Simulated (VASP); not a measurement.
Write the native input for VASP 6.6.1 that does the following.

| Item | Value |
| --- | --- |
| Task | single point |
| Functional | BLYP |
| Potentials or basis | VASP PAW PBE potentials, release 64 (Ti_sv, C) |
| Cutoff | 520 eV |
| k mesh | 11 × 11 × 11 |
| Occupations | fermi-dirac, width 0.05 eV |
| Spin | no spin polarisation |
| Dipole correction | no |
| Further INCAR settings | ALGO = Normal; EDIFF = 1e-06; NBANDS = 15 |

The structure of TiC lies in POSCAR:

```
TiC
1.0
    0.0000000000      2.1511833799      2.1511833799
    2.1511833799      0.0000000000      2.1511833799
    2.1511833799      2.1511833799      0.0000000000
Ti C
1 1
Direct
    0.0000000000      0.0000000000      0.0000000000
    0.5000000000      0.5000000000      0.5000000000
```

These files were run (other wordings do the same):

INCAR

```
AGGAC = 1.0 ; AGGAX = 1.0
ALDAC = 0.0 ; ALDAX = 1.0
ALGO = Normal ; EDIFF = 1E-6
ENCUT = 520 ; GGA = B5
ISIF = 2 ; ISMEAR = -1
LASPH = True ; LCHARG = False
LREAL = False ; LWAVE = False
NBANDS = 15 ; NELM = 100
PREC = Accurate ; SIGMA = 0.05
```

KPOINTS

```
k-points
0
Gamma
  11 11 11
```

Potentials or basis: VASP PAW PBE potentials, release 64 (Ti_sv, C).

Command:

```console
$ cat potpaw_PBE.64/Ti_sv/POTCAR potpaw_PBE.64/C/POTCAR > POTCAR
$ mpirun -np 1 vasp_std > vasp.out
```

It gave:

```json
{"Pressure": "14.4 GPa", "Band gap on the k mesh": "zero (band 8 reaches 10.78 eV, above the bottom of band 9 at 9.68 eV)"}
```

Caveat: the PAW data sets were made with another functional, which shifts forces and pressure a little.

Run time: 19 s on 1 thread of AMD EPYC 7R13 Processor (Zen 3), on a shared host, peak memory 0.12 GiB.
